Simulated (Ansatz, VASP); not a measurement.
# GaSb in VASP and in Ansatz

```xyz
2
Lattice="0.0000 2.9825 3.2119 2.9825 0.0000 3.2119 2.9825 2.9825 0.0000" Properties=species:S:1:pos:R:3 pbc="T T T"
Ga    0.0000    0.0000    0.0000
Sb    4.4738    4.4738    4.8179
```

Change from the starting cell: strain -0.025 along x and y, +0.050 along z, atoms carried along.

Alike in both runs: task single point; functional r2SCAN; k mesh 10 × 10 × 10; occupations gaussian, width 0.05 eV; no spin polarisation.

```csv
,VASP,Ansatz
version,VASP 6.6.1,Ansatz 0.2.0
potentials or method,"VASP PAW PBE potentials, release 64 (Ga_d, Sb), cutoff 520 eV","scalar-relativistic, plane waves, PAW"
valence electrons in the cell,18,28
```

Ansatz gave:

```
gap on the k mesh at the Fermi level (eV)                     : 0.26
least direct gap on the mesh (eV)                             : 0.26
pressure (GPa)                                                : 0.4
traceless stress, the component that is largest in VASP (GPa) : -2.80
```

Task: Estimate VASP's values.

Result: gap on the k mesh at the Fermi level (eV): 0.25; least direct gap on the mesh (eV): 0.25; pressure (GPa): 0.5; traceless stress, the component that is largest in VASP (GPa): -2.80.

VASP's potentials were made for PBE, not for r2SCAN. The functional is the same, so the differences come from potentials, cutoffs and numerics. VASP's potentials hold 18 valence electrons a cell and Ansatz's 28, so a difference there can come from the potentials and not from the codes.

Neither program's run includes spin-orbit coupling.
